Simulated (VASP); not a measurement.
# Hf in VASP: a series of runs, part 3 of 3

VASP 6.6.1. Earlier steps stand in the parts before.

### 4 Single point, PBE

This run uses another cell than the first one, of 108.69 Å³/atom, 0.628 times its volume.

File INCAR:

```
PREC = Accurate
ENCUT = 400
EDIFF = 1E-6
ISMEAR = 0
SIGMA = 0.1
LREAL = False
LASPH = True
NELM = 120
ALGO = Normal
ISIF = 2
LWAVE = False
LCHARG = False
LDIPOL = True
IDIPOL = 3
DIPOL = 0.5 0.5 0.500
GGA = PE
NBANDS = 11
GGA_COMPAT = False
NELMDL = -8
```

File KPOINTS:

```
Automatic mesh
0
Gamma
  6 6 1
```

File POSCAR:

```
Hf
1.0
    2.9941430000      0.0000000000      0.0000000000
   -1.4970720000      2.5930040000      0.0000000000
    0.0000000000      0.0000000000     14.0000000000
Hf
1
Direct
    0.0000000000      0.0000000000      0.5000000000
```

Command:

```console
cat potpaw_PBE.64/Hf_pv/POTCAR > POTCAR
mpirun -np 1 vasp_std > vasp.out
```

Run time: 7.4 s. Hardware: 1 thread of Intel Xeon 6975P-C (Granite Rapids), shared host; peak memory 0.17 GiB.

The run converged. Its results:

```
Free energy            : -7.8054 eV
Band gap on the k mesh : zero (band 5 reaches -2.13 eV, above the bottom of band 6 at -2.47 eV)
```

Levels at points of the mesh, in eV from the Fermi level:
```csv
k point,band 1,band 2,band 3,band 4,band 5,band 6,band 7,band 8,band 9,band 10
"(0.00, 0.00, 0.00)",-31.06,-30.30,-30.30,-5.57,-0.31,0.16,1.63,1.63,3.85,4.65
"(0.50, 0.00, 0.00)",-31.30,-30.91,-30.53,-2.75,-1.02,2.07,2.26,3.63,5.79,7.24
```

Caveat: the k points lie up to 0.40 Å⁻¹ apart; spin-orbit coupling is left out, which moves the levels of the heavy elements.

### 5 Single point, PBE

This run uses another cell than the first one, of 108.69 Å³/atom, 0.628 times its volume.

File INCAR:

```
SYSTEM = Hf
ALGO = Normal ; DIPOL = 0.5 0.5 0.500
EDIFF = 1E-6 ; ENCUT = 400
GGA = PE ; GGA_COMPAT = .FALSE.
IDIPOL = 3 ; ISIF = 2
ISMEAR = 0 ; LASPH = .TRUE.
LCHARG = .TRUE. ; LDIPOL = .TRUE.
LELF = .TRUE. ; LREAL = .FALSE.
LVACPOTAV = .TRUE. ; LVHAR = .TRUE.
LWAVE = .FALSE. ; NBANDS = 11
NELM = 120 ; NELMDL = -8
PREC = Accurate ; SIGMA = 0.1
```

File KPOINTS:

```
k-points
0
G
  6 6 1
  0 0 0
```

POSCAR is that of step 4.

Potentials or basis: VASP PAW PBE potentials, release 64 (Hf_pv).

Command:

```console
cat potpaw_PBE.64/Hf_pv/POTCAR > POTCAR
mpirun -np 1 vasp_std > vasp.out
```

OUTCAR:

```text
SYSTEM = Hf
   EDIFF = 1E-6
   ENCUT = 400
   GGA = PE
   ISIF = 2
   ISMEAR = 0
   LASPH = .TRUE.
   LREAL = .FALSE.
   NELM = 120
   NELMDL = -8
   PREC = Accurate

 ion  position               nearest neighbor table
   1  0.000  0.000  0.500-

  LATTYP: Found a hexagonal cell.
 ALAT       =     2.9941430000
 C/A-ratio  =     4.6757953778

  Lattice vectors:

 A1 = (   2.9941430000,   0.0000000000,   0.0000000000)
 A2 = (  -1.4970720000,   2.5930040000,   0.0000000000)
 A3 = (   0.0000000000,   0.0000000000,  14.0000000000)
[... 266 lines left out ...]

  FORCE on cell =-STRESS in cart. coord.  units (eV):
  Direction    XX          YY          ZZ          XY          YZ          ZX
  --------------------------------------------------------------------------------------
  -------------------------------------------------------------------------------------
  Total       -1.5264579     -1.5264580     -0.0091004      0.0000003      0.0000000     -0.0000000
  in kB      -22.5004725    -22.5004742     -0.1341422      0.0000043      0.0000000     -0.0000000
  external PRESSURE =     -15.0450296 kB  Pullay stress =       0.0000000 kB

 VOLUME and BASIS-vectors are now :
 -----------------------------------------------------------------------------
  energy-cutoff  :      400.00
  volume of cell :      108.69
      direct lattice vectors                 reciprocal lattice vectors
     2.994143000  0.000000000  0.000000000     0.333985384  0.192826608  0.000000000
    -1.497072000  2.593004000  0.000000000     0.000000000  0.385653088  0.000000000
     0.000000000  0.000000000 14.000000000     0.000000000  0.000000000  0.071428571

 POSITION                                       TOTAL-FORCE (eV/Angst)
 -----------------------------------------------------------------------------------
      0.00000      0.00000      7.00000         0.000000      0.000000      0.000000
 -----------------------------------------------------------------------------------
    total drift:                                0.000000      0.000000      0.000000

  FREE ENERGIE OF THE ION-ELECTRON SYSTEM (eV)
  ---------------------------------------------------
  free  energy   TOTEN  =        -7.8054287091 eV

  energy  without entropy=       -7.7932214334  energy(sigma->0) =       -7.79932507

 vacuum level on the upper side and lower side of the slab         2.072         2.072
```

OSZICAR:

```text
N       E                     dE             d eps       ncg     rms          rms(c)
DAV:   1     0.762750212079E+01    0.76275E+01   -0.50328E+03   210   0.559E+02
DAV:   2    -0.736672965855E+01   -0.14994E+02   -0.14345E+02   218   0.890E+01
DAV:   3    -0.816628161122E+01   -0.79955E+00   -0.73912E+00   184   0.134E+01
[... 16 lines left out ...]
DAV:  20    -0.780535172972E+01   -0.79111E-04   -0.11107E-05   192   0.158E-02    0.209E-02
DAV:  21    -0.780539439740E+01   -0.42668E-04   -0.13739E-06   190   0.501E-03    0.731E-03
DAV:  22    -0.780542507354E+01   -0.30676E-04   -0.16805E-06   160   0.280E-03    0.284E-03
DAV:  23    -0.780542791762E+01   -0.28441E-05   -0.14538E-07   137   0.116E-03    0.235E-03
DAV:  24    -0.780542870913E+01   -0.79151E-06   -0.42433E-08   112   0.551E-04
   1 F= -.78054287E+01 E0= -.77993251E+01  d E =-.122073E-01
```

Wall time 8 s (1 thread of Intel Xeon 6975P-C (Granite Rapids), shared host); peak memory 0.18 GiB.

What came out:

| Item | Value |
| --- | --- |
| Free energy | -7.8054 eV |
| Band gap on the k mesh | zero (band 5 reaches -2.13 eV, above the bottom of band 6 at -2.47 eV) |

Caveat: the k points lie up to 0.40 Å⁻¹ apart; spin-orbit coupling is left out, which moves the levels of the heavy elements.

### 6 Single point, PBE

File INCAR:

```
SYSTEM = Hf
PREC = Accurate
ENCUT = 400
EDIFF = 1E-6
ISMEAR = 0
SIGMA = 0.1
LREAL = .False.
LASPH = .True.
NELM = 120
ALGO = Normal
ISIF = 2
LWAVE = .False.
LCHARG = .True.
LDIPOL = .True.
IDIPOL = 3
DIPOL = 0.5 0.5 0.294
GGA = PE
LELF = .True.
LVHAR = .True.
LVACPOTAV = .True.
NBANDS = 11
GGA_COMPAT = .False.
NELMDL = -8
```

File KPOINTS:

```
Automatic mesh
0
Gamma
  6 6 1
  0 0 0
```

File POSCAR:

```
Hf
1.0
    2.8971601022      0.0000002793      0.0000000000
   -1.4485802930      2.5090141076      0.0000000000
    0.0000000000      0.0000000000     23.8000000000
Hf
1
Direct
    0.0000000000      0.0000000000      0.2941176471
```

Potentials or basis: VASP PAW PBE potentials, release 64 (Hf_pv).

Command:

```console
cat potpaw_PBE.64/Hf_pv/POTCAR > POTCAR
mpirun -np 1 vasp_std > vasp.out
```

OUTCAR:

```text
SYSTEM = Hf
   PREC = Accurate
   ENCUT = 400
   EDIFF = 1E-6
   ISMEAR = 0
   LREAL = .False.
   LASPH = .True.
   NELM = 120
   ISIF = 2
   GGA = PE
   NELMDL = -8

 ion  position               nearest neighbor table
   1  0.000  0.000  0.294-

  LATTYP: Found a hexagonal cell.
 ALAT       =     2.8971601022
 C/A-ratio  =     8.2149412392

  Lattice vectors:

 A1 = (   2.8971601022,   0.0000002793,   0.0000000000)
[... 268 lines left out ...]
     10       5.5876      0.00000
     11       5.8908      0.00000

------------------------ aborting loop because EDIFF is reached ----------------------------------------

  FORCE on cell =-STRESS in cart. coord.  units (eV):
  Direction    XX          YY          ZZ          XY          YZ          ZX
  --------------------------------------------------------------------------------------
  -------------------------------------------------------------------------------------
  Total       -0.0581246     -0.0581246     -0.0105892      0.0000000      0.0000000     -0.0000000
  in kB       -0.5382917     -0.5382917     -0.0980662      0.0000000      0.0000000     -0.0000000
  external PRESSURE =      -0.3915498 kB  Pullay stress =       0.0000000 kB

 VOLUME and BASIS-vectors are now :
 -----------------------------------------------------------------------------
  energy-cutoff  :      400.00
  volume of cell :      173.00
      direct lattice vectors                 reciprocal lattice vectors
     2.897160102  0.000000279  0.000000000     0.345165579  0.199281484  0.000000000
    -1.448580293  2.509014108  0.000000000    -0.000000038  0.398562902  0.000000000
     0.000000000  0.000000000 23.800000000     0.000000000  0.000000000  0.042016807

 POSITION                                       TOTAL-FORCE (eV/Angst)
 -----------------------------------------------------------------------------------
      0.00000      0.00000      7.00000         0.000000      0.000000     -0.000000
 -----------------------------------------------------------------------------------
    total drift:                                0.000000      0.000000     -0.000015

  FREE ENERGIE OF THE ION-ELECTRON SYSTEM (eV)
  ---------------------------------------------------
  free  energy   TOTEN  =        -7.8595188099 eV

  energy  without entropy=       -7.8466310742  energy(sigma->0) =       -7.85307494

 vacuum level on the upper side and lower side of the slab         1.269         1.269
```

Wall time 11 s (1 thread of Intel Xeon 6975P-C (Granite Rapids), shared host); peak memory 0.23 GiB.

Results:

| Property | Result |
| --- | --- |
| Free energy | -7.8595 eV |
| Band gap on the k mesh | zero (band 5 reaches -2.74 eV, above the bottom of band 6 at -3.31 eV) |

Caveat: the k points lie up to 0.42 Å⁻¹ apart; spin-orbit coupling is left out, which moves the levels of the heavy elements.

### 7 Overview

| cell | k mesh | cutoff (eV) | gap on the mesh (eV) |
| --- | --- | --- | --- |
| a = 2.897, b = 2.897, c = 23.800 Å, angles 90.0, 90.0, 120.0°, 1 atom | 24 × 24 × 1 | 520 | none |
| a = 2.934, b = 2.934, c = 23.800 Å, angles 90.0, 90.0, 120.0°, 1 atom | 24 × 24 × 1 | 520 | none |
| a = 2.994, b = 2.994, c = 14.000 Å, angles 90.0, 90.0, 120.0°, 1 atom | 6 × 6 × 1 | 400 | none |
| a = 2.897, b = 2.897, c = 23.800 Å, angles 90.0, 90.0, 120.0°, 1 atom | 6 × 6 × 1 | 400 | none |

Alike in all rows: task single point; level PBE; potentials or basis VASP PAW PBE potentials, release 64 (Hf_pv); no spin polarisation; smearing gaussian 0.1 eV.

Caveats: some runs use coarse meshes; spin-orbit coupling is left out, which moves the levels of the heavy elements.

Total energies depend on the potentials used, so only differences within one code and one set of settings carry meaning.
